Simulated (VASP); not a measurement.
# Ge (P6_3/mmc) in VASP: vibrations by perturbation theory with PBEsol

Aim: the vibrations by perturbation theory of Ge with PBEsol.

All numbers are computed with VASP 6.6.1; they aren't measurements. Logs are shortened: lines on timing, memory, paths and dates and some standing lists are left out, and cuts for length are marked.

### 1 The cell of the first run

Symmetry: P6_3/mmc, No. 194, hexagonal system. The conventional cell has a = 4.001 Å, b = 4.001 Å, c = 6.587 Å, α = 90.00°, β = 90.00°, γ = 120.00°. Within 3.2 Å of Ge (site symmetry 3m) lie 4 Ge at 2.45 to 2.47 Å.

This isn't the form of Ge at room conditions, which is diamond.

### 2 Vibrations by perturbation theory, PBEsol

Contents of INCAR:

```
SYSTEM = Ge
PREC = Accurate
ENCUT = 520
EDIFF = 1E-8
ISMEAR = -1
SIGMA = 0.1
LREAL = .False.
LASPH = .True.
NELM = 80
ALGO = Normal
ISIF = 2
LWAVE = .False.
LCHARG = .False.
GGA = PS
NBANDS = 36
IBRION = 8
NSW = 1
```

Contents of KPOINTS:

```
regular mesh
0
Gamma
  8 8 4
  0 0 0
```

Contents of POSCAR:

```
Ge
1.0
    4.0007633031      0.0000000000      0.0000000000
   -2.0003816516      3.4647626550      0.0000000000
    0.0000000000      0.0000000000      6.5871117287
Ge
4
Direct
    0.6666666667      0.3333333333      0.0627458996
    0.3333333333      0.6666666667      0.5627458996
    0.6666666667      0.3333333333      0.4372541004
    0.3333333333      0.6666666667      0.9372541004
```

Potentials or basis: VASP PAW PBE potentials, release 64 (Ge_d).

Launch:

```bash
$ cat potpaw_PBE.64/Ge_d/POTCAR > POTCAR
$ mpirun -np 1 vasp_std > vasp.out
```

OUTCAR:

```text
SYSTEM = Ge
   PREC = Accurate
   ENCUT = 520
   EDIFF = 1E-8
   ISMEAR = -1
   LREAL = .False.
   LASPH = .True.
   NELM = 80
   ISIF = 2
   GGA = PS
   IBRION = 8
   NSW = 1

 ion  position               nearest neighbor table
   1  0.667  0.333  0.063-   4 2.45   4 2.45   4 2.45   3 2.47
   2  0.333  0.667  0.563-   3 2.45   3 2.45   3 2.45   4 2.47
   3  0.667  0.333  0.437-   2 2.45   2 2.45   2 2.45   1 2.47
   4  0.333  0.667  0.937-   1 2.45   1 2.45   1 2.45   2 2.47

  LATTYP: Found a hexagonal cell.
 ALAT       =     4.0007633031
 C/A-ratio  =     1.6464637445

  Lattice vectors:

 A1 = (   4.0007633031,   0.0000000000,   0.0000000000)
 A2 = (  -2.0003816516,   3.4647626550,   0.0000000000)
 A3 = (   0.0000000000,   0.0000000000,   6.5871117287)

Analysis of symmetry for initial positions (statically):
=====================================================================
 Subroutine PRICEL returns:
 Original cell was already a primitive cell.

 Routine SETGRP: Setting up the symmetry group for a
 hexagonal supercell.

 Subroutine GETGRP returns: Found 24 space group operations
 (whereof 12 operations were pure point group operations)
 out of a pool of 24 trial point group operations.

The static configuration has the point symmetry D_3d.
 The point group associated with its full space group is D_6h.

Analysis of symmetry for dynamics (positions and initial velocities):
=====================================================================
 Subroutine PRICEL returns:
 Original cell was already a primitive cell.

 Routine SETGRP: Setting up the symmetry group for a
 hexagonal supercell.

 Subroutine GETGRP returns: Found 24 space group operations
 (whereof 12 operations were pure point group operations)
 out of a pool of 24 trial point group operations.

The dynamic configuration has the point symmetry D_3d.
 The point group associated with its full space group is D_6h.

 Subroutine INISYM returns: Found 24 space group operations
 (whereof 12 operations are pure point group operations),
 and found     1 'primitive' translations

----------------------------------------------------------------------------------------

                                     Primitive cell

  volume of cell :      91.3085

  direct lattice vectors                    reciprocal lattice vectors
     4.000763303  0.000000000  0.000000000     0.249952303  0.144310029  0.000000000
    -2.000381652  3.464762655  0.000000000     0.000000000  0.288620058  0.000000000
     0.000000000  0.000000000  6.587111729     0.000000000  0.000000000  0.151811604

  length of vectors
     4.000763303  4.000763303  6.587111729     0.288620058  0.288620058  0.151811604

  position of ions in fractional coordinates (direct lattice)
     0.666666667  0.333333333  0.062745900
     0.333333333  0.666666667  0.562745900
     0.666666667  0.333333333  0.437254100
     0.333333333  0.666666667  0.937254100

[... 1070 lines left out ...]

 [... further k-points ...]

------------------------ aborting loop because EDIFF is reached ----------------------------------------

  FORCE on cell =-STRESS in cart. coord.  units (eV):
  Direction    XX          YY          ZZ          XY          YZ          ZX
  --------------------------------------------------------------------------------------
  -------------------------------------------------------------------------------------
  Total       -0.0479675     -0.0479675     -0.0425319      0.0000000     -0.0000000      0.0000000
  in kB       -0.8416790     -0.8416790     -0.7463001      0.0000000     -0.0000000      0.0000000
  external PRESSURE =      -0.8098860 kB  Pullay stress =       0.0000000 kB

 VOLUME and BASIS-vectors are now :
 -----------------------------------------------------------------------------
  energy-cutoff  :      520.00
  volume of cell :       91.31
      direct lattice vectors                 reciprocal lattice vectors
     4.000763303  0.000000000  0.000000000     0.249952303  0.144310029  0.000000000
    -2.000381652  3.464762655  0.000000000     0.000000000  0.288620058  0.000000000
     0.000000000  0.000000000  6.587111729     0.000000000  0.000000000  0.151811604

 POSITION                                       TOTAL-FORCE (eV/Angst)
 -----------------------------------------------------------------------------------
      2.00038      1.15492      0.41331        -0.000000      0.000000      0.000393
     -0.00000      2.30984      3.70687         0.000000      0.000000      0.000393
      2.00038      1.15492      2.88024        -0.000000      0.000000     -0.000393
     -0.00000      2.30984      6.17380         0.000000     -0.000000     -0.000393
 -----------------------------------------------------------------------------------
    total drift:                               -0.000000      0.000000     -0.000000

  FREE ENERGIE OF THE ION-ELECTRON SYSTEM (eV)
  ---------------------------------------------------
  free  energy   TOTEN  =       -19.6802357879 eV

  energy  without entropy=      -19.6720906207  energy(sigma->0) =      -19.67616320

[... ionic steps 2 to 3 ...]

--------------------------------------- Ionic step        4  -------------------------------------------

------------------------ aborting loop because EDIFF is reached ----------------------------------------

[... ionic steps 5 to 5 ...]

--------------------------------------- Ionic step        6  -------------------------------------------

 Free energy of the ion-electron system (eV)
  ---------------------------------------------------
  ---------------------------------------------------
  free energy    TOTEN  =        -0.20374608 eV

  energy without entropy =       -0.20374337

------------------------ aborting loop because EDIFF is reached ----------------------------------------

 INTERNAL STRAIN TENSOR  FOR ION    1  DIRECTION 3   (eV/Angst):
 -----------------------------------------------------------------------------
    -5.09896  0.00000 -0.00000
     0.00000 -5.09896 -0.00000
    -0.00000  0.00000  9.54409

 INTERNAL STRAIN TENSOR FOR ION    4 for displacements in x,y,z  (eV/Angst):
          X           Y           Z          XY          YZ          ZX
  --------------------------------------------------------------------------------
  x     0.00000    -0.00000    -0.00000    -7.04304    -0.00000     5.64716
  y    -7.04304     7.04304     0.00000    -0.00000     5.04963    -0.00000
  z     5.09896     5.09896    -9.54409    -0.00000     0.00000     0.00000

 SECOND DERIVATIVES (NOT SYMMETRIZED)
 ------------------------------------
               1X          1Y          1Z          2X          2Y          2Z          3X          3Y          3Z          4X          4Y          4Z
  1X   -10.596599    0.000000    0.000000   -0.338150    0.000000    0.000000    0.729867   -0.000000    0.000000   10.204882   -0.000000    0.000000
  1Y     0.000000  -10.596599    0.000000    0.000000   -0.338150    0.000000   -0.000000    0.729867    0.000000   -0.000000   10.204882    0.000000
  1Z     0.000000    0.000000  -11.980064    0.000000    0.000000    1.280588   -0.000000   -0.000000    6.156766    0.000000   -0.000000    4.542710
  2X    -0.338150    0.000000    0.000000  -10.596599    0.000000   -0.000000   10.204882   -0.000000    0.000000    0.729867   -0.000000    0.000000
  2Y     0.000000   -0.338150   -0.000000    0.000000  -10.596599   -0.000000   -0.000000   10.204882   -0.000000   -0.000000    0.729867   -0.000000
  2Z     0.000000    0.000000    1.280588   -0.000000   -0.000000  -11.980064   -0.000000    0.000000    4.542710    0.000000    0.000000    6.156766
  3X     0.729867   -0.000000    0.000000   10.204882   -0.000000    0.000000  -10.596599    0.000000   -0.000000   -0.338150    0.000000    0.000000
  3Y    -0.000000    0.729867   -0.000000   -0.000000   10.204882   -0.000000    0.000000  -10.596599   -0.000000    0.000000   -0.338150   -0.000000
  3Z     0.000000    0.000000    6.156766   -0.000000    0.000000    4.542710   -0.000000   -0.000000  -11.980064    0.000000    0.000000    1.280588
  4X    10.204882   -0.000000    0.000000    0.729867   -0.000000    0.000000   -0.338150    0.000000    0.000000  -10.596599    0.000000    0.000000
  4Y    -0.000000   10.204882    0.000000   -0.000000    0.729867    0.000000    0.000000   -0.338150    0.000000    0.000000  -10.596599    0.000000
  4Z     0.000000   -0.000000    4.542710   -0.000000   -0.000000    6.156766    0.000000    0.000000    1.280588    0.000000    0.000000  -11.980064

 Eigenvectors and eigenvalues of the dynamical matrix
 ----------------------------------------------------

   1 f  =    8.579697 THz    53.907823 2PiTHz  286.187872 cm-1    35.482758 meV
             X         Y         Z           dx          dy          dz
      2.000382  1.154921  0.413314    -0.395948    0.305327    0.000000
     -0.000000  2.309842  3.706870    -0.395948    0.305327    0.000000
      2.000382  1.154921  2.880242     0.395948   -0.305327   -0.000000
     -0.000000  2.309842  6.173797     0.395948   -0.305327   -0.000000
[... 57 lines left out ...]
  10 f  =    0.000000 THz     0.000001 2PiTHz    0.000004 cm-1     0.000001 meV
             X         Y         Z           dx          dy          dz
      2.000382  1.154921  0.413314     0.459300   -0.165784   -0.107515
     -0.000000  2.309842  3.706870     0.459300   -0.165784   -0.107515
      2.000382  1.154921  2.880242     0.459300   -0.165784   -0.107515
     -0.000000  2.309842  6.173797     0.459300   -0.165784   -0.107515

  11 f/i=    0.000000 THz     0.000000 2PiTHz    0.000000 cm-1     0.000000 meV
             X         Y         Z           dx          dy          dz
      2.000382  1.154921  0.413314     0.055833    0.369860   -0.331793
     -0.000000  2.309842  3.706870     0.055833    0.369860   -0.331793
      2.000382  1.154921  2.880242     0.055833    0.369860   -0.331793
     -0.000000  2.309842  6.173797     0.055833    0.369860   -0.331793

  12 f/i=    0.000000 THz     0.000001 2PiTHz    0.000004 cm-1     0.000000 meV
             X         Y         Z           dx          dy          dz
      2.000382  1.154921  0.413314    -0.189542   -0.292779   -0.358266
     -0.000000  2.309842  3.706870    -0.189542   -0.292779   -0.358266
      2.000382  1.154921  2.880242    -0.189542   -0.292779   -0.358266
     -0.000000  2.309842  6.173797    -0.189542   -0.292779   -0.358266

--------------------------------------------------------------------------------------------------------

 ELASTIC MODULI CONTR FROM IONIC RELAXATION (kBar)
 Direction    XX          YY          ZZ          XY          YZ          ZX
 --------------------------------------------------------------------------------
 XX        -261.7079     91.1549    159.6183      0.0000     -0.0000      0.0000
 YY          91.1549   -261.7079    159.6183      0.0000      0.0000      0.0000
 ZZ         159.6183    159.6183   -298.7693     -0.0000      0.0000     -0.0000
 XY           0.0000      0.0000     -0.0000   -176.4314     -0.0000     -0.0000
 YZ           0.0000     -0.0000      0.0000     -0.0000    -81.8350      0.0000
 ZX           0.0000     -0.0000     -0.0000     -0.0000      0.0000   -102.3481
 --------------------------------------------------------------------------------
```

Wall time 18 min (1 thread of AMD EPYC 7R32 (Zen 2), shared host); peak memory 0.78 GiB.

What came out:

| Property | Result |
| --- | --- |
| Highest phonon frequency at Γ | 286 cm⁻¹ |

Phonon frequencies in cm⁻¹ (negative: imaginary):
```tsv
q point	frequencies
(0.000, 0.000, 0.000)	0 0 0 54 54 209 236 272 272 283 286 286
```

Caveat: the PAW data sets were made with another functional, which shifts forces and pressure a little.
